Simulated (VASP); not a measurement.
# Mg3Te in VASP: notebook

Runs on Mg3Te. Level: PBEsol. Tasks: single point.

Everything below comes from runs of VASP 6.6.1. Logs are shortened: lines on timing, memory, paths and dates and some standing lists are left out, and cuts for length are marked.

## 1. The cell of the first run

The typed cell holds 4 atoms: a = 6.088 Å, b = 6.088 Å, c = 6.088 Å, α = 138.85°, β = 138.85°, γ = 59.60°.

## 2. Single point, PBEsol

Input file INCAR:

```
SYSTEM = Mg3Te
PREC = Accurate ; ENCUT = 520
EDIFF = 1E-6 ; ISMEAR = -1
SIGMA = 0.025 ; LREAL = .FALSE.
LASPH = .TRUE. ; NELM = 80
ALGO = Normal ; ISIF = 2
LWAVE = .FALSE. ; LCHARG = .FALSE.
GGA = PS ; NBANDS = 14
```

Input file KPOINTS:

```
regular mesh
0
G
  5 5 6
  0 0 0
```

Input file POSCAR:

```
Mg3Te
1.0
   -2.1393600000      2.1393600000      5.2824880000
    2.1393600000     -2.1393600000      5.2824880000
    2.1393600000      2.1393600000     -5.2824880000
Te Mg
1 3
Direct
    0.0041340000     -0.0009310000      0.0022340000
    0.2489900000      0.7589190000      0.5030360000
    0.7536050000      0.2463450000      0.4984110000
    0.4911550000      0.5146360000      0.0038850000
```

Potentials or basis: VASP PAW PBE potentials, release 64 (Te, Mg).

Launch:

```
$ cat potpaw_PBE.64/Te/POTCAR potpaw_PBE.64/Mg/POTCAR > POTCAR
$ mpirun -np 1 vasp_std > vasp.out
```

OUTCAR:

```text
SYSTEM = Mg3Te
   PREC = Accurate
   ENCUT = 520
   EDIFF = 1E-6
   ISMEAR = -1
   LREAL = .FALSE.
   LASPH = .TRUE.
   NELM = 80
   ISIF = 2
   GGA = PS

 ion  position               nearest neighbor table
   1  0.004  0.999  0.002-   4 2.94   4 3.02   4 3.03   4 3.11   2 3.36   3 3.39   2 3.39   3 3.40
                             2 3.40   3 3.40   3 3.40   2 3.44
   2  0.249  0.759  0.503-   3 2.97   3 3.01   3 3.04   3 3.08   1 3.36   4 3.37   1 3.39   4 3.39
                             1 3.40   4 3.41   4 3.43   1 3.44
   3  0.754  0.246  0.498-   2 2.97   2 3.01   2 3.04   2 3.08   4 3.35   4 3.37   1 3.39   1 3.40
                             1 3.40   1 3.40   4 3.44   4 3.45
   4  0.491  0.515  0.004-   1 2.94   1 3.02   1 3.03   1 3.11   3 3.35   2 3.37   3 3.37   2 3.39
                             2 3.41   2 3.43   3 3.44   3 3.45

  LATTYP: Found a body centered tetragonal cell.
 ALAT       =     4.2787200000
 C/A-ratio  =     2.4691907860

  Lattice vectors:

 A1 = (  -2.1393600000,   2.1393600000,   5.2824880000)
 A2 = (   2.1393600000,  -2.1393600000,   5.2824880000)
 A3 = (   2.1393600000,   2.1393600000,  -5.2824880000)

Analysis of symmetry for initial positions (statically):
=====================================================================
 Subroutine PRICEL returns:
 Original cell was already a primitive cell.

 Routine SETGRP: Setting up the symmetry group for a
 body centered tetragonal supercell.

 Subroutine GETGRP returns: Found  1 space group operations
 (whereof  1 operations were pure point group operations)
 out of a pool of 16 trial point group operations.

The static configuration has the point symmetry C_1 .

Analysis of symmetry for dynamics (positions and initial velocities):
=====================================================================
 Subroutine PRICEL returns:
 Original cell was already a primitive cell.

 Routine SETGRP: Setting up the symmetry group for a
 body centered tetragonal supercell.

 Subroutine GETGRP returns: Found  1 space group operations
 (whereof  1 operations were pure point group operations)
 out of a pool of 16 trial point group operations.

The dynamic configuration has the point symmetry C_1 .

 Subroutine INISYM returns: Found  1 space group operations
 (whereof  1 operations are pure point group operations),
 and found     1 'primitive' translations

----------------------------------------------------------------------------------------

                                     Primitive cell

  volume of cell :      96.7089

  direct lattice vectors                    reciprocal lattice vectors
    -2.139360000  2.139360000  5.282488000     0.000000000  0.233714756  0.094652368
     2.139360000 -2.139360000  5.282488000     0.233714756  0.000000000  0.094652368
     2.139360000  2.139360000 -5.282488000     0.233714756  0.233714756  0.000000000

  length of vectors
     6.087561243  6.087561243  6.087561243     0.252154036  0.252154036  0.330522577

  position of ions in fractional coordinates (direct lattice)
     0.004134000  0.999069000  0.002234000
     0.248990000  0.758919000  0.503036000
     0.753605000  0.246345000  0.498411000
     0.491155000  0.514636000  0.003885000

  ion indices of the primitive-cell ions
   primitive index   ion index
                 1           1
                 2           2
                 3           3
                 4           4

----------------------------------------------------------------------------------------

 KPOINTS: regular mesh

Automatic generation of k-mesh.
 Grid dimensions read from file:
 generate k-points for:    5    5    6

 Generating k-lattice:

  Cartesian coordinates                     Fractional coordinates (reciprocal lattice)
     0.000000000  0.046742951  0.018930474     0.200000000  0.000000000 -0.000000000
     0.046742951  0.000000000  0.018930474     0.000000000  0.200000000 -0.000000000
     0.038952459  0.038952459  0.000000000     0.000000000  0.000000000  0.166666667

  Length of vectors
     0.050430807  0.050430807  0.055087096

  Shift w.r.t. Gamma in fractional coordinates (k-lattice)
     0.000000000  0.000000000  0.000000000

 -----------------------------------------------------------------------------
[... 16 lines left out ...]
 -----------------------------------------------------------------------------

 WARNING: IBZKPT: internal override: KBLOWUP is changed to .FALSE.
      ... skipping the blow-up phase ...

 Subroutine IBZKPT returns following result:
 ===========================================

 Found     76 irreducible k-points:

 Following reciprocal coordinates:
            Coordinates               Weight
  0.000000  0.000000  0.000000      1.000000
  0.200000  0.000000  0.000000      2.000000
  0.400000  0.000000  0.000000      2.000000
  0.000000  0.200000  0.000000      2.000000
  0.200000  0.200000  0.000000      2.000000
  0.400000  0.200000  0.000000      2.000000
[... 16 lines left out ...]
 -0.200000  0.200000  0.166667      2.000000
  0.000000  0.400000  0.166667      2.000000
 [... further k-points ...]
   k-points           NKPTS =     76   k-points in BZ     NKDIM =     76   number of bands    NBANDS=     14
   number of dos      NEDOS =    301   number of ions     NIONS =      4
   total plane-waves  NPLWV = 110592
   dimension x,y,z NGX =    48 NGY =   48 NGZ =   48
   dimension x,y,z NGXF=    96 NGYF=   96 NGZF=   96
   ions per type =               1   3
   NGX,Y,Z   is equivalent  to a cutoff of  13.11, 13.11, 13.11 a.u.
   NGXF,Y,Z  is equivalent  to a cutoff of  26.22, 26.22, 26.22 a.u.
 SYSTEM =  Mg3Te
   PREC   = accura    normal or accurate (medium, high low for compatibility)
   ISTART =      0    job   : 0-new  1-cont  2-samecut
   ICHARG =      2    charge: 1-file 2-atom 10-const
   ISPIN  =      1    spin polarized calculation?
   LNONCOLLINEAR =      F non collinear calculations
   LSORBIT =      F    spin-orbit coupling
   LASPH  =      T    aspherical Exc in radial PAW
   ENCUT  =  520.0 eV  38.22 Ry    6.18 a.u.  11.32 11.32 11.32*2*pi/ulx,y,z
   NELM   =     80;   NELMIN=  2; NELMDL= -5     # of ELM steps
   EDIFF  = 0.1E-05   stopping-criterion for ELM
   LREAL  =      F    real-space projection
   EDIFFG = 0.1E-04   stopping-criterion for IOM
   NSW    =      0    number of steps for IOM
   IBRION =     -1    ionic relax: 0-MD 1-quasi-New 2-CG
   NFREE  =      0    steps in history (QN), initial steepest desc. (CG)
   ISIF   =      2    stress and relaxation
   ISYM   =      2    0-nonsym 1-usesym 2-fastsym
   POTIM  = 0.5000    time-step for ionic-motion
   TEBEG  =    0.0;   TEEND  =   0.0 temperature during run
   PSTRESS=    0.0 pullay stress
   NELECT =      12.0000    total number of electrons
   NUPDOWN=      -1.0000    fix difference up-down
   EMIN   =  10.00;   EMAX   =-10.00  energy-range for DOS
   EFERMI =   0.00;   METHOD = LEGACY
   ISMEAR =    -1;   SIGMA  =   0.03  broadening in eV -4-tet -1-fermi 0-gaus
   EFERMI_NEDOS =   21; number of points for ismear=-14 and -15
   IALGO  =     38    algorithm
   IMIX   =      4    mixing-type and parameters
     AMIX     =   0.40;   BMIX     =  1.00
     AMIX_MAG =   1.60;   BMIX_MAG =  1.00
  volume/ion in A,a.u.               =      24.18       163.16
  Fermi-wavevector in a.u.,A,eV,Ry     =   0.816544  1.543045  9.071614  0.666745
  Thomas-Fermi vector in A             =   1.926832
   LORBIT       =      0    0 simple, 1 ext, 2 COOP (PROOUT), +10 PAW based schemes
   GGA     = PS    functional components
   LHFCALC =     F    Hartree Fock is set to
   AEXX    =    0.0000 exact exchange contribution
   IVDW    =     0    specifies the selected vdW correction
   LEPSILON=     F    determine dielectric tensor
   LRPA    =     F    only Hartree local field effects (RPA)
 non-spin polarized calculation
  energy-cutoff  :      520.00
  volume of cell :       96.71
 maximum number of plane-waves:      2624
 NGX is ok and might be reduce to    48
   NGX = 23   NGY = 23   NGZ = 23

 number of electron      12.0000000 magnetization

 Free energy of the ion-electron system (eV)
  ---------------------------------------------------
  ext. energy  EPLUGINS =         0.00000000
  ---------------------------------------------------
  free energy    TOTEN  =        -9.40035437 eV

  energy without entropy =       -9.39592607  energy(sigma->0) =       -9.39814022

 E-fermi :   4.4212     XC(G=0):  -9.0014

 val. band max:        4.4004586942   @ k =   0.4000   0.4000   0.3333
 cond. band min:       4.4453027691   @ k =   0.4000   0.0000   0.5000
 fundamental gap:      0.0448440749
 Fermi energy:         4.4212023758

 k-point     1 :       0.0000    0.0000    0.0000
  band No.  band energies     occupation
      1      -7.8050      2.00000
      2       0.1760      2.00000
      3       0.2678      2.00000
      4       1.8372      2.00000
      5       1.8504      2.00000
      6       4.7473      0.00000
      7       5.7001      0.00000
      8       6.0458      0.00000
      9       6.0552      0.00000
     10       6.2097      0.00000
     11       8.0338      0.00000
     12      10.9172      0.00000
     13      10.9370      0.00000
     14      11.1408      0.00000
[... 377 lines left out ...]
      1      -7.2274      2.00000
      2      -1.3500      2.00000
      3       0.0450      2.00000
      4       1.1396      2.00000
      5       2.1055      2.00000
      6       4.3643      1.81382
      7       5.3152      0.00000
      8       6.3251      0.00000
      9       6.8777      0.00000
     10       7.5457      0.00000
     11       8.0702      0.00000
     12       9.3258      0.00000
     13      10.6447      0.00000
     14      11.5676      0.00000

 [... further k-points ...]

------------------------ aborting loop because EDIFF is reached ----------------------------------------

  FORCE on cell =-STRESS in cart. coord.  units (eV):
  Direction    XX          YY          ZZ          XY          YZ          ZX
  --------------------------------------------------------------------------------------
  -------------------------------------------------------------------------------------
  Total       -0.6230280     -0.6565275     -0.6889322     -0.0103756      0.0965872      0.0875087
  in kB      -10.3217164    -10.8767031    -11.4135517     -0.1718924      1.6001617      1.4497584
  external PRESSURE =     -10.8706571 kB  Pullay stress =       0.0000000 kB

 VOLUME and BASIS-vectors are now :
 -----------------------------------------------------------------------------
  energy-cutoff  :      520.00
  volume of cell :       96.71
      direct lattice vectors                 reciprocal lattice vectors
    -2.139360000  2.139360000  5.282488000     0.000000000  0.233714756  0.094652368
     2.139360000 -2.139360000  5.282488000     0.233714756  0.000000000  0.094652368
     2.139360000  2.139360000 -5.282488000     0.233714756  0.233714756  0.000000000

 POSITION                                       TOTAL-FORCE (eV/Angst)
 -----------------------------------------------------------------------------------
      2.13330     -2.12374      5.28761         0.128796     -0.115096      0.010915
      2.16710     -0.01475      2.66699        -0.125887      0.080779     -0.019328
     -0.01893      2.15149      2.64937         0.155083     -0.101429     -0.005818
      0.05855     -0.04192      5.29256        -0.157992      0.135745      0.014231
 -----------------------------------------------------------------------------------
    total drift:                               -0.000022      0.000023     -0.000021

  FREE ENERGIE OF THE ION-ELECTRON SYSTEM (eV)
  ---------------------------------------------------
  free  energy   TOTEN  =        -9.4003543723 eV

  energy  without entropy=       -9.3959260707  energy(sigma->0) =       -9.39814022
```

It took 2.3 min on 1 thread of Intel Xeon 6975P-C, shared host; peak memory 0.37 GiB.

Results:

- Free energy: -9.4004 eV
- Pressure: -1.1 GPa
- Largest force: 0.209 eV/Å
- Band gap on the k mesh: zero (band 6 reaches 4.93 eV, above the bottom of band 7 at 3.50 eV)

Forces in eV/Å, atoms in the order of the input:
```
Te   0.129 -0.115  0.011
Mg  -0.126  0.081 -0.019
Mg   0.155 -0.101 -0.006
Mg  -0.158  0.136  0.014
```

Stress tensor (GPa, compression positive):
```
-1.03 -0.02  0.14
-0.02 -1.09  0.16
 0.14  0.16 -1.14
```

Levels at points of the mesh, in eV from the Fermi level:
| k point | band 4 | band 5 | band 6 | band 7 | band 8 | band 9 |
| --- | --- | --- | --- | --- | --- | --- |
| (0.00, 0.00, 0.00) | -2.58 | -2.57 | 0.33 | 1.28 | 1.62 | 1.63 |
| (0.00, 0.00, 0.50) | -3.54 | -2.50 | -1.48 | -0.07 | 1.02 | 1.16 |

Caveat: the PAW data sets were made with another functional, which shifts forces and pressure a little; spin-orbit coupling is left out, which moves the levels of the heavy elements.

## 3. Single point, PBEsol

Input file INCAR:

```
PREC = Accurate
ENCUT = 520
EDIFF = 1E-7
ISMEAR = -1
SIGMA = 0.01
LREAL = F
LASPH = T
NELM = 60
ALGO = Normal
ISIF = 2
LWAVE = F
LCHARG = F
GGA = PS
NBANDS = 14
```

Input file KPOINTS:

```
Automatic mesh
0
Gamma
  5 5 6
```

POSCAR is that of step 2.

Potentials or basis: VASP PAW PBE potentials, release 64 (Te, Mg).

Launch:

```
$ cat potpaw_PBE.64/Te/POTCAR potpaw_PBE.64/Mg/POTCAR > POTCAR
$ mpirun -np 1 vasp_std > vasp.out
```

Run time: 2.5 min. Hardware: 1 thread of Intel Xeon 6975P-C, shared host; peak memory 0.37 GiB.

The run converged. Its results:

| Property | Result |
| --- | --- |
| Free energy | -9.3985 eV |
| Pressure | -1.1 GPa |
| Largest force | 0.209 eV/Å |
| Band gap on the k mesh | zero (band 6 reaches 4.93 eV, above the bottom of band 7 at 3.50 eV) |

Forces on the atoms (eV/Å):
```
Te   0.129 -0.116  0.011
Mg  -0.129  0.083 -0.019
Mg   0.158 -0.104 -0.006
Mg  -0.158  0.136  0.014
```

Stress tensor (GPa, compression positive):
```
-0.99 -0.03  0.20
-0.03 -1.05  0.21
 0.20  0.21 -1.24
```

Levels at points of the mesh, in eV from the Fermi level:
| k point | band 3 | band 4 | band 5 | band 6 | band 7 | band 8 | band 9 | band 10 |
| --- | --- | --- | --- | --- | --- | --- | --- | --- |
| (0.00, 0.00, 0.00) | -4.14 | -2.57 | -2.55 | 0.34 | 1.30 | 1.64 | 1.65 | 1.81 |
| (0.00, 0.00, 0.50) | -4.74 | -3.53 | -2.48 | -1.46 | -0.05 | 1.04 | 1.18 | 1.70 |

Caveat: the PAW data sets were made with another functional, which shifts forces and pressure a little; spin-orbit coupling is left out, which moves the levels of the heavy elements.

## 4. Single point, PBEsol

Edit INCAR of step 3 so:

```diff
@@ -4,6 +4,6 @@
 ISMEAR = -1
-SIGMA = 0.01
+SIGMA = 0.005
 LREAL = F
 LASPH = T
-NELM = 60
+NELM = 80
 ALGO = Normal
```

KPOINTS is that of step 3.

POSCAR is that of step 3.

Potentials or basis: VASP PAW PBE potentials, release 64 (Te, Mg).

Launch:

```
$ cat potpaw_PBE.64/Te/POTCAR potpaw_PBE.64/Mg/POTCAR > POTCAR
$ mpirun -np 1 vasp_std > vasp.out
```

OUTCAR:

```text
PREC = Accurate
   ENCUT = 520
   EDIFF = 1E-7
   ISMEAR = -1
   LREAL = F
   LASPH = T
   NELM = 80
   ISIF = 2
   GGA = PS

 ion  position               nearest neighbor table
   1  0.004  0.999  0.002-   4 2.94   4 3.02   4 3.03   4 3.11   2 3.36   3 3.39   2 3.39   3 3.40
                             2 3.40   3 3.40   3 3.40   2 3.44
   2  0.249  0.759  0.503-   3 2.97   3 3.01   3 3.04   3 3.08   1 3.36   4 3.37   1 3.39   4 3.39
                             1 3.40   4 3.41   4 3.43   1 3.44
   3  0.754  0.246  0.498-   2 2.97   2 3.01   2 3.04   2 3.08   4 3.35   4 3.37   1 3.39   1 3.40
[... 636 lines left out ...]
  -------------------------------------------------------------------------------------
  Total       -0.5959940     -0.6342293     -0.7620300     -0.0340164      0.1370217      0.1329937
  in kB       -9.8738438    -10.5072881    -12.6245647     -0.5635501      2.2700402      2.2033082
  external PRESSURE =     -11.0018989 kB  Pullay stress =       0.0000000 kB

 VOLUME and BASIS-vectors are now :
 -----------------------------------------------------------------------------
  energy-cutoff  :      520.00
  volume of cell :       96.71
      direct lattice vectors                 reciprocal lattice vectors
    -2.139360000  2.139360000  5.282488000     0.000000000  0.233714756  0.094652368
     2.139360000 -2.139360000  5.282488000     0.233714756  0.000000000  0.094652368
     2.139360000  2.139360000 -5.282488000     0.233714756  0.233714756  0.000000000

 POSITION                                       TOTAL-FORCE (eV/Angst)
 -----------------------------------------------------------------------------------
      2.13330     -2.12374      5.28761         0.129081     -0.115556      0.011166
      2.16710     -0.01475      2.66699        -0.130373      0.085244     -0.019519
     -0.01893      2.15149      2.64937         0.159594     -0.105702     -0.005758
      0.05855     -0.04192      5.29256        -0.158302      0.136013      0.014110
 -----------------------------------------------------------------------------------
    total drift:                               -0.000020      0.000020     -0.000021

  FREE ENERGIE OF THE ION-ELECTRON SYSTEM (eV)
  ---------------------------------------------------
  free  energy   TOTEN  =        -9.3981364834 eV

  energy  without entropy=       -9.3978792756  energy(sigma->0) =       -9.39800788
```

OSZICAR:

```text
N       E                     dE             d eps       ncg     rms          rms(c)
DAV:   1     0.174502696693E+02    0.17450E+02   -0.37765E+03  2128   0.633E+02
DAV:   2    -0.801825681359E+01   -0.25469E+02   -0.23794E+02  2690   0.849E+01
DAV:   3    -0.950267936387E+01   -0.14844E+01   -0.14704E+01  2814   0.179E+01
DAV:   4    -0.951802721468E+01   -0.15348E-01   -0.15346E-01  2446   0.235E+00
DAV:   5    -0.951824345804E+01   -0.21624E-03   -0.21624E-03  2848   0.302E-01    0.587E+00
DAV:   6    -0.942976043397E+01    0.88483E-01   -0.90842E-02  2422   0.120E+00    0.366E+00
DAV:   7    -0.940095022392E+01    0.28810E-01   -0.64114E-02  2722   0.102E+00    0.402E-01
DAV:   8    -0.939831251636E+01    0.26377E-02   -0.76137E-03  2320   0.402E-01    0.229E-01
DAV:   9    -0.939814470591E+01    0.16781E-03   -0.11004E-03  2680   0.152E-01    0.591E-02
DAV:  10    -0.939813892485E+01    0.57811E-05   -0.21530E-05  2530   0.251E-02    0.383E-02
DAV:  11    -0.939813633510E+01    0.25897E-05   -0.57977E-06  2614   0.101E-02    0.229E-02
DAV:  12    -0.939813646314E+01   -0.12804E-06   -0.37889E-07  2506   0.290E-03    0.950E-03
DAV:  13    -0.939813648344E+01   -0.20298E-07   -0.17168E-08  1406   0.664E-04
   1 F= -.93981365E+01 E0= -.93980079E+01  d E =-.257208E-03
```

stdout:

```text
POSCAR found type information on POSCAR TeMg
 POSCAR found :  2 types and       4 ions
 scaLAPACK will be used
 -----------------------------------------------------------------------------
|                                                                             |
|                                                                             |
|     You enforced a specific xc type in the INCAR file but a different       |
[... 22 lines left out ...]
 -----------------------------------------------------------------------------

 POSCAR, INCAR and KPOINTS ok, starting setup
 FFT: planning ... GRIDC
 FFT: planning ... GRID_SOFT
 FFT: planning ... GRID
 WAVECAR not read
 entering main loop
```

It took 2.3 min on 1 thread of Intel Xeon 6975P-C, shared host; peak memory 0.37 GiB.

Results:

```
Free energy            : -9.3981 eV
Pressure               : -1.1 GPa
Largest force          : 0.209 eV/Å
Band gap on the k mesh : zero (band 6 reaches 4.93 eV, above the bottom of band 7 at 3.50 eV)
```

Forces in eV/Å, atoms in the order of the input:
```
Te   0.129 -0.116  0.011
Mg  -0.130  0.085 -0.020
Mg   0.160 -0.106 -0.006
Mg  -0.158  0.136  0.014
```

Caveat: the PAW data sets were made with another functional, which shifts forces and pressure a little; spin-orbit coupling is left out, which moves the levels of the heavy elements.

[end of part 1 of 2]
